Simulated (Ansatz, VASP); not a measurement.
# Two plane-wave programs on Y

```
Y
1.0
    -2.04059    2.04059    2.04059
     2.04059   -2.04059    2.04059
     2.04059    2.04059   -2.04059
Y
1
Direct
  0.00000 0.00000 0.00000
```

Alike in both runs: task relaxation of cell and atoms; functional r2SCAN; k mesh 20 × 20 × 20; occupations gaussian, width 0.1 eV; no spin polarisation.

```csv
,VASP,Ansatz
version,VASP 6.6.1,Ansatz 0.2.0
potentials or method,"VASP PAW PBE potentials, release 64 (Y_sv), cutoff 600 eV","scalar-relativistic, plane waves, PAW"
valence electrons in the cell,11,11
```

|  | VASP | Ansatz | Ansatz less VASP |
| --- | --- | --- | --- |
| gap on the k mesh at the Fermi level, each at its own relaxed structure (eV) | none | none | - |
| relaxed volume (Å³/atom) | 33.69 | 33.66 | -0.029 |
| relaxed cell length with the largest relative difference (Å) | 3.524 | 3.523 | -0.0010 |

VASP's potentials were made for PBE, not for r2SCAN. A gap of «none» marks a metal or a gap that the smearing closes.
